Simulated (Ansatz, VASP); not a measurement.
**One calculation of MgO, two programs**

POSCAR

```
MgO
1.0
   -0.1020800456      2.0853495038      2.0853495038
    2.0853495038     -0.1020800456      2.0853495038
    2.0853495038      2.0853495038     -0.1020800456
Mg O
1 1
Direct
    0.0000000000      0.0000000000      0.0000000000
    0.5000000000      0.5000000000      0.5000000000
```

File INCAR.step1:

```
ALGO = Normal
EDIFF = 1E-5
ENCUT = 920
GGA = PE
GGA_COMPAT = F
ISMEAR = 0
LASPH = T
LCHARG = F
LREAL = F
LWAVE = T
NBANDS = 15
NELM = 120
PREC = Accurate
SIGMA = 0.05
```

File INCAR.step2:

```
ALGO = Normal
EDIFF = 1E-6
ENCUT = 920
GGA_COMPAT = F
ISIF = 2
ISMEAR = 0
ISTART = 1
LASPH = T
LCHARG = F
LMIXTAU = T
LREAL = F
LWAVE = F
METAGGA = R2SCAN
NBANDS = 15
NELM = 120
PREC = Accurate
SIGMA = 0.05
```

The input KPOINTS:

```
k-points
0
Gamma
  10 10 10
```

Input for Ansatz:

```yaml
crystal:
  lattice:
    - [-0.1020800456, 2.0853495038, 2.0853495038]
    - [2.0853495038, -0.1020800456, 2.0853495038]
    - [2.0853495038, 2.0853495038, -0.1020800456]
  atoms:
    - { symbol: Mg, position: [0.0, 0.0, 0.0] }
    - { symbol: O, position: [0.5, 0.5, 0.5] }
basis:
  ecutwfc: 500
kpoints:
  mp_grid: { grid: [10, 10, 10] }
hamiltonian:
  xc: r2scan
scf:
  occupations: { method: gaussian, width: 0.05 }
output:
  forces: true
  stress: true
  eigenvalues: true
```

Alike in both runs: task single point; functional r2SCAN; k mesh 10 × 10 × 10; occupations gaussian, width 0.05 eV; no spin polarisation.

```csv
,VASP,Ansatz
version,VASP 6.6.1,Ansatz 0.2.0
potentials or method,"VASP PAW PBE potentials, release 64 (Mg_sv, O), cutoff 920 eV","scalar-relativistic, plane waves, PAW"
valence electrons in the cell,16,16
```

```csv
,VASP,Ansatz,Ansatz less VASP
gap on the k mesh at the Fermi level (eV),4.84,4.82,-0.018
least direct gap on the mesh (eV),4.84,4.82,-0.018
pressure (GPa),-6.5,-7.0,-0.48
"traceless stress, the component that is largest in VASP (GPa)",6.43,6.43,-0.004
```

VASP's potentials were made for PBE, not for r2SCAN.
